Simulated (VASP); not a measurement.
A run of VASP 6.6.1 is set up as follows.

Contents of INCAR:

```
SYSTEM = Sb
PREC     = Accurate       ! precision mode
ENCUT    = 520            ! plane-wave cutoff, eV
EDIFF    = 1E-7           ! SCF threshold, eV
ISMEAR   = -1             ! smearing method
SIGMA    = 0.05           ! smearing width, eV
LREAL    = .False.        ! projectors in reciprocal space
LASPH    = .True.         ! aspherical terms in the spheres
NELM     = 100            ! most SCF steps
ALGO     = Normal         ! electronic algorithm
ISIF     = 2              ! what is computed and relaxed
LWAVE    = .False.        ! write WAVECAR
LCHARG   = .False.        ! write CHGCAR
GGA      = PE             ! functional
NBANDS   = 12             ! bands
```

The input KPOINTS:

```
regular mesh
0
Gamma
  8 8 8
  0 0 0
```

POSCAR

```
Sb
1.0
    2.1024003473      1.2138214065      3.4777017549
   -2.1024003473      1.2138214065      3.4777017549
    0.0000000000     -2.4276428129      3.4777017549
Sb
2
Direct
    0.7579183660      0.7579183660      0.7579183660
    0.2420816340      0.2420816340      0.2420816340
```

Potentials or basis: VASP PAW PBE potentials, release 64 (Sb).

The run is started by

```sh
$ cat potpaw_PBE.64/Sb/POTCAR > POTCAR
$ mpirun -np 1 vasp_std > vasp.out
```

Problem. What does it give for the largest force?

Solution. 0.032 eV/Å.

Problem. What does it give for the band gap on the k mesh?

Solution. Zero (band 5 reaches 8.82 eV, above the bottom of band 6 at 8.33 eV).

Problem. Predict the pressure.

Solution. 10.1 GPa.

Forces on the atoms (eV/Å):
```
Sb   0.000  0.000 -0.032
Sb   0.000  0.000  0.032
```

Caveat: spin-orbit coupling is left out, which moves the levels of the heavy elements.
